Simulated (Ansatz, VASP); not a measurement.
**Two plane-wave programs on Os2PdF**

```
CELL_PARAMETERS angstrom
1.59688 0.92196 5.21175
-1.59688 0.92196 5.21175
0.00000 -1.84391 5.21175
ATOMIC_POSITIONS crystal
Pd 0.00000 0.00000 0.00000
Os 0.79815 0.79815 0.79815
Os 0.20185 0.20185 0.20185
F 0.50000 0.50000 0.50000
```

Alike in both runs: task single point; functional PBE; k mesh 6 × 6 × 6; occupations gaussian, width 0.1 eV; collinear spin.

|  | VASP | Ansatz |
| --- | --- | --- |
| version | VASP 6.6.1 | Ansatz 0.2.0 |
| potentials or method | VASP PAW PBE potentials, release 64 (Pd, Os, F), cutoff 520 eV | scalar-relativistic, plane waves, PAW |
| valence electrons in the cell | 33 | 57 |

Ansatz gave:

```
gap on the k mesh at the Fermi level (eV) : none
rms of the force components (eV/Å)        : 6.048
net moment per atom (μB)                  : 0.00
```

What did VASP give for the same quantities?

gap on the k mesh at the Fermi level (eV): none; rms of the force components (eV/Å): 6.086; net moment per atom (μB): 0.00.

Atom by atom the forces differ by 0.038 eV/Å (rms over components). A gap of «none» marks a metal or a gap that the smearing closes. VASP's potentials hold 33 valence electrons a cell and Ansatz's 57, so a difference there can come from the potentials and not from the codes. Ansatz's warnings: seeded moment not kept.

The k mesh is coarse, so the values compare programs but aren't converged. Neither program's run includes spin-orbit coupling.
